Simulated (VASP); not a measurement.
# BaS (Fm-3m) in VASP: further runs

The runs below take BaS through electric field gradients, with r2SCAN.

Everything below comes from runs of VASP 6.6.1. Logs are shortened: lines on timing, memory, paths and dates and some standing lists are left out, and cuts for length are marked.

### Step 1. The cell of the first run

It takes space group Fm-3m (No. 225, cubic). The conventional cell has a = 6.321 Å, b = 6.321 Å, c = 6.321 Å, α = 90.00°, β = 90.00°, γ = 90.00°. Ba (site symmetry m-3m) has 6 S at 3.16 Å within 4.2 Å. Within 4.2 Å of S (site symmetry m-3m) lie 6 Ba at 3.16 Å.

### Step 2. Electric field gradients, r2SCAN (31.57 Å³/atom)

Contents of POSCAR:

```
BaS
1.0
    0.0000000000      3.1603871803      3.1603871803
    3.1603871803      0.0000000000      3.1603871803
    3.1603871803      3.1603871803      0.0000000000
Ba S
1 1
Direct
    0.0000000000      0.0000000000      0.0000000000
    0.5000000000      0.5000000000      0.5000000000
```

Contents of INCAR.step1:

```
SYSTEM = BaS
PREC = Accurate ; ENCUT = 520
ISMEAR = -1 ; SIGMA = 0.02
LREAL = .FALSE. ; LASPH = .TRUE.
NELM = 60 ; NBANDS = 15
GGA = PE ; ALGO = Normal
EDIFF = 1E-4 ; LWAVE = .TRUE.
LCHARG = .FALSE.
```

Contents of INCAR.step2:

```
SYSTEM = BaS
PREC = Accurate ; ENCUT = 520
EDIFF = 1E-8 ; ISMEAR = -1
SIGMA = 0.02 ; LREAL = .FALSE.
LASPH = .TRUE. ; NELM = 60
ALGO = Normal ; ISIF = 2
LWAVE = .FALSE. ; LCHARG = .FALSE.
METAGGA = R2SCAN ; LMIXTAU = .TRUE.
LEFG = .TRUE. ; NBANDS = 15
ISTART = 1
```

Contents of KPOINTS:

```
regular mesh
0
G
  7 7 7
  0 0 0
```

Potentials or basis: VASP PAW PBE potentials, release 64 (Ba_sv, S).

Run with:

```bash
cat potpaw_PBE.64/Ba_sv/POTCAR potpaw_PBE.64/S/POTCAR > POTCAR
cp INCAR.step1 INCAR
mpirun -np 1 vasp_std > vasp.out
cp INCAR.step2 INCAR
mpirun -np 1 vasp_std > vasp.out
```

OUTCAR:

```text
SYSTEM = BaS
   PREC = Accurate
   ENCUT = 520
   EDIFF = 1E-8
   ISMEAR = -1
   LREAL = .FALSE.
   LASPH = .TRUE.
   NELM = 60
   ISIF = 2
   METAGGA = R2SCAN
   ISTART = 1

 ion  position               nearest neighbor table
   1  0.000  0.000  0.000-   2 3.16   2 3.16   2 3.16   2 3.16   2 3.16   2 3.16
   2  0.500  0.500  0.500-   1 3.16   1 3.16   1 3.16   1 3.16   1 3.16   1 3.16

  LATTYP: Found a face centered cubic cell.
 ALAT       =     6.3207743606

  Lattice vectors:

 A1 = (   0.0000000000,   3.1603871803,   3.1603871803)
 A2 = (   3.1603871803,   0.0000000000,   3.1603871803)
 A3 = (   3.1603871803,   3.1603871803,   0.0000000000)

Analysis of symmetry for initial positions (statically):
=====================================================================
 Subroutine PRICEL returns:
 Original cell was already a primitive cell.

 Routine SETGRP: Setting up the symmetry group for a
 face centered cubic supercell.

 Subroutine GETGRP returns: Found 48 space group operations
 (whereof 48 operations were pure point group operations)
 out of a pool of 48 trial point group operations.

The static configuration has the point symmetry O_h .

Analysis of symmetry for dynamics (positions and initial velocities):
=====================================================================
 Subroutine PRICEL returns:
 Original cell was already a primitive cell.

 Routine SETGRP: Setting up the symmetry group for a
 face centered cubic supercell.

 Subroutine GETGRP returns: Found 48 space group operations
 (whereof 48 operations were pure point group operations)
 out of a pool of 48 trial point group operations.

The dynamic configuration has the point symmetry O_h .

 Subroutine INISYM returns: Found 48 space group operations
 (whereof 48 operations are pure point group operations),
 and found     1 'primitive' translations

----------------------------------------------------------------------------------------

                                     Primitive cell

  volume of cell :      63.1322

  direct lattice vectors                    reciprocal lattice vectors
     0.000000000  3.160387180  3.160387180    -0.158208464  0.158208464  0.158208464
     3.160387180  0.000000000  3.160387180     0.158208464 -0.158208464  0.158208464
     3.160387180  3.160387180  0.000000000     0.158208464  0.158208464 -0.158208464

  length of vectors
     4.469462413  4.469462413  4.469462413     0.274025097  0.274025097  0.274025097

  position of ions in fractional coordinates (direct lattice)
     0.000000000  0.000000000  0.000000000
     0.500000000  0.500000000  0.500000000

  ion indices of the primitive-cell ions
   primitive index   ion index
                 1           1
                 2           2

----------------------------------------------------------------------------------------

 KPOINTS: regular mesh

Automatic generation of k-mesh.
 Grid dimensions read from file:
 generate k-points for:    7    7    7

 Generating k-lattice:

  Cartesian coordinates                     Fractional coordinates (reciprocal lattice)
    -0.022601209  0.022601209  0.022601209     0.142857143  0.000000000  0.000000000
     0.022601209 -0.022601209  0.022601209     0.000000000  0.142857143  0.000000000
     0.022601209  0.022601209 -0.022601209     0.000000000  0.000000000  0.142857143

  Length of vectors
     0.039146442  0.039146442  0.039146442

  Shift w.r.t. Gamma in fractional coordinates (k-lattice)
     0.000000000  0.000000000  0.000000000

 Subroutine IBZKPT returns following result:
 ===========================================

 Found     20 irreducible k-points:

 Following reciprocal coordinates:
            Coordinates               Weight
  0.000000  0.000000  0.000000      1.000000
  0.142857  0.000000  0.000000      8.000000
  0.285714  0.000000  0.000000      8.000000
  0.428571  0.000000  0.000000      8.000000
  0.142857  0.142857  0.000000      6.000000
  0.285714  0.142857  0.000000     24.000000
[... 12 lines left out ...]
 -0.428571  0.428571  0.142857     24.000000
 -0.285714  0.428571  0.142857     24.000000
   k-points           NKPTS =     20   k-points in BZ     NKDIM =     20   number of bands    NBANDS=     15
   number of dos      NEDOS =    301   number of ions     NIONS =      2
   total plane-waves  NPLWV =  46656
   dimension x,y,z NGX =    36 NGY =   36 NGZ =   36
   dimension x,y,z NGXF=    72 NGYF=   72 NGZF=   72
   ions per type =               1   1
   NGX,Y,Z   is equivalent  to a cutoff of  13.39, 13.39, 13.39 a.u.
   NGXF,Y,Z  is equivalent  to a cutoff of  26.78, 26.78, 26.78 a.u.
 SYSTEM =  BaS
   PREC   = accura    normal or accurate (medium, high low for compatibility)
   ISTART =      1    job   : 0-new  1-cont  2-samecut
   ICHARG =      0    charge: 1-file 2-atom 10-const
   ISPIN  =      1    spin polarized calculation?
   LNONCOLLINEAR =      F non collinear calculations
   LSORBIT =      F    spin-orbit coupling
   LASPH  =      T    aspherical Exc in radial PAW
   ENCUT  =  520.0 eV  38.22 Ry    6.18 a.u.   8.31  8.31  8.31*2*pi/ulx,y,z
   NELM   =     60;   NELMIN=  2; NELMDL=  0     # of ELM steps
   EDIFF  = 0.1E-07   stopping-criterion for ELM
   LREAL  =      F    real-space projection
   EDIFFG = 0.1E-06   stopping-criterion for IOM
   NSW    =      0    number of steps for IOM
   IBRION =     -1    ionic relax: 0-MD 1-quasi-New 2-CG
   NFREE  =      0    steps in history (QN), initial steepest desc. (CG)
   ISIF   =      2    stress and relaxation
   ISYM   =      2    0-nonsym 1-usesym 2-fastsym
   POTIM  = 0.5000    time-step for ionic-motion
   TEBEG  =    0.0;   TEEND  =   0.0 temperature during run
   PSTRESS=    0.0 pullay stress
   NELECT =      16.0000    total number of electrons
   NUPDOWN=      -1.0000    fix difference up-down
   EMIN   =  10.00;   EMAX   =-10.00  energy-range for DOS
   EFERMI =   0.00;   METHOD = LEGACY
   ISMEAR =    -1;   SIGMA  =   0.02  broadening in eV -4-tet -1-fermi 0-gaus
   EFERMI_NEDOS =   21; number of points for ismear=-14 and -15
   IALGO  =     38    algorithm
   IMIX   =      4    mixing-type and parameters
     AMIX     =   0.40;   BMIX     =  1.00
     AMIX_MAG =   1.60;   BMIX_MAG =  1.00
  volume/ion in A,a.u.               =      31.57       213.02
  Fermi-wavevector in a.u.,A,eV,Ry     =   1.036011  1.957778 14.603400  1.073320
  Thomas-Fermi vector in A             =   2.170382
   LORBIT       =      0    0 simple, 1 ext, 2 COOP (PROOUT), +10 PAW based schemes
   METAGGA = R2SCAN    functional components
   LHFCALC =     F    Hartree Fock is set to
   AEXX    =    0.0000 exact exchange contribution
   IVDW    =     0    specifies the selected vdW correction
   LEPSILON=     F    determine dielectric tensor
   LRPA    =     F    only Hartree local field effects (RPA)
 non-spin polarized calculation
  energy-cutoff  :      520.00
  volume of cell :       63.13
 maximum number of plane-waves:      1721
 NGX is ok and might be reduce to    36
   NGX = 17   NGY = 17   NGZ = 17

 number of electron      15.9999999 magnetization

 Free energy of the ion-electron system (eV)
  ---------------------------------------------------
  ext. energy  EPLUGINS =         0.00000000
  ---------------------------------------------------
  free energy    TOTEN  =       -39.16998603 eV

  energy without entropy =      -39.16998603  energy(sigma->0) =      -39.16998603

 E-fermi :   1.8957     XC(G=0):  -9.2202

 val. band max:        1.3875615461   @ k =   0.0000   0.0000   0.0000
 cond. band min:       3.8578824907   @ k =   0.4286   0.4286   0.0000
 fundamental gap:      2.4703209446
 Fermi energy:         1.8956654843

 k-point     1 :       0.0000    0.0000    0.0000
  band No.  band energies     occupation
      1     -25.3243      2.00000
      2      -9.9532      2.00000
      3      -9.9532      2.00000
      4      -9.9532      2.00000
      5      -9.4600      2.00000
      6       1.3876      2.00000
      7       1.3876      2.00000
      8       1.3876      2.00000
      9       5.6958      0.00000
     10       5.6958      0.00000
     11       5.6958      0.00000
     12       5.7781      0.00000
     13       6.7654      0.00000
     14       6.7654      0.00000
     15      10.6472      0.00000

 k-point     2 :       0.1429    0.0000    0.0000
  band No.  band energies     occupation
      1     -25.3140      2.00000
      2     -10.4554      2.00000
      3      -9.9605      2.00000
      4      -9.9605      2.00000
      5      -8.9387      2.00000
      6       0.8840      2.00000
      7       1.1104      2.00000
      8       1.1104      2.00000
      9       5.7280      0.00000
     10       6.0211      0.00000
     11       6.0211      0.00000
     12       6.5143      0.00000
     13       7.3920      0.00000
     14       7.3920      0.00000
     15      11.5101      0.00000

 k-point     3 :       0.2857    0.0000    0.0000
  band No.  band energies     occupation
      1     -25.2906      2.00000
      2     -10.9964      2.00000
      3      -9.9768      2.00000
      4      -9.9768      2.00000
      5      -8.3512      2.00000
      6       0.0288      2.00000
      7       0.6102      2.00000
      8       0.6102      2.00000
      9       6.0904      0.00000
     10       6.9193      0.00000
     11       6.9193      0.00000
     12       7.8856      0.00000
     13       8.9105      0.00000
     14       8.9105      0.00000
     15      12.8093      0.00000
[... 271 lines left out ...]
 k-point    19 :      -0.4286    0.4286    0.1429
  band No.  band energies     occupation
      1     -25.2554      2.00000
      2     -10.6995      2.00000
      3     -10.2705      2.00000
      4     -10.2234      2.00000
      5      -8.8184      2.00000
      6       0.5195      2.00000
      7       0.7744      2.00000
      8       1.0628      2.00000
      9       4.7348      0.00000
     10       7.8679      0.00000
     11       8.2963      0.00000
     12       9.3479      0.00000
     13       9.4569      0.00000
     14      10.4502      0.00000
     15      11.6692      0.00000

 k-point    20 :      -0.2857    0.4286    0.1429
  band No.  band energies     occupation
      1     -25.2536      2.00000
      2     -10.7629      2.00000
      3     -10.3626      2.00000
      4     -10.1999      2.00000
      5      -8.6249      2.00000
      6       0.2088      2.00000
      7       0.8070      2.00000
      8       0.8970      2.00000
      9       5.7476      0.00000
     10       6.7299      0.00000
     11       8.6192      0.00000
     12       9.3094      0.00000
     13       9.3215      0.00000
     14      11.6193      0.00000
     15      12.4153      0.00000

------------------------ aborting loop because EDIFF is reached ----------------------------------------

  FORCE on cell =-STRESS in cart. coord.  units (eV):
  Direction    XX          YY          ZZ          XY          YZ          ZX
  --------------------------------------------------------------------------------------
  -------------------------------------------------------------------------------------
  Total        1.2249733      1.2249733      1.2249733     -0.0000000      0.0000000     -0.0000000
  in kB       31.0875395     31.0875395     31.0875395     -0.0000000      0.0000000     -0.0000000
  external PRESSURE =      31.0875395 kB  Pullay stress =       0.0000000 kB

 VOLUME and BASIS-vectors are now :
 -----------------------------------------------------------------------------
  energy-cutoff  :      520.00
  volume of cell :       63.13
      direct lattice vectors                 reciprocal lattice vectors
     0.000000000  3.160387180  3.160387180    -0.158208464  0.158208464  0.158208464
     3.160387180  0.000000000  3.160387180     0.158208464 -0.158208464  0.158208464
     3.160387180  3.160387180  0.000000000     0.158208464  0.158208464 -0.158208464

 POSITION                                       TOTAL-FORCE (eV/Angst)
 -----------------------------------------------------------------------------------
      0.00000      0.00000      0.00000        -0.000000      0.000000     -0.000000
      3.16039      3.16039      3.16039         0.000000     -0.000000      0.000000
 -----------------------------------------------------------------------------------
    total drift:                                0.000000      0.000000      0.000000

  FREE ENERGIE OF THE ION-ELECTRON SYSTEM (eV)
  ---------------------------------------------------
  free  energy   TOTEN  =       -39.1699860304 eV

  energy  without entropy=      -39.1699860304  energy(sigma->0) =      -39.16998603

 Electric field gradients (V/A^2)
---------------------------------------------------------------------
 ion       V_xx      V_yy      V_zz      V_xy      V_xz      V_yz
---------------------------------------------------------------------
   1       0.000     0.000    -0.000     0.000     0.000     0.000
   2       0.000     0.000     0.000     0.000     0.000     0.000
---------------------------------------------------------------------

 Electric field gradients after diagonalization (V/A^2)
 (convention: |V_zz| > |V_xx| > |V_yy|)
----------------------------------------------------------------------
 ion       V_xx      V_yy      V_zz     asymmetry (V_yy - V_xx)/ V_zz
----------------------------------------------------------------------
   1      -0.000    -0.000     0.000       0.000
   2      -0.000    -0.000     0.001       0.000
----------------------------------------------------------------------

           NMR quadrupolar parameters

 Cq : quadrupolar parameter    Cq=e*Q*V_zz/h
 eta: asymmetry parameters     (V_yy - V_xx)/ V_zz
 Q  : nuclear electric quadrupole moment in mb (millibarn)
----------------------------------------------------------------------
 ion       Cq(MHz)       eta       Q (mb)
----------------------------------------------------------------------
   1       0.000       0.000       1.000
   2       0.000       0.000       1.000
----------------------------------------------------------------------
```

Run time: 2.4 min. Hardware: 1 thread of AMD EPYC 7R43 (Zen 3), shared host; peak memory 0.19 GiB.

Results:

```
Free energy                             : -39.1700 eV
Pressure                                : 3.1 GPa
Band gap on the k mesh                  : 2.47 eV (least direct gap 2.60 eV)
Largest electric field gradient by atom : under 0.05 V/Å² on every atom
```

Caveat: the cell stands under pressure; the PAW data sets were made with another functional, which shifts forces and pressure a little; spin-orbit coupling is left out, which moves the levels of the heavy elements; an odd mesh through Γ misses points on the zone boundary, where band edges can lie.

(Continued in part 2 of 3.)
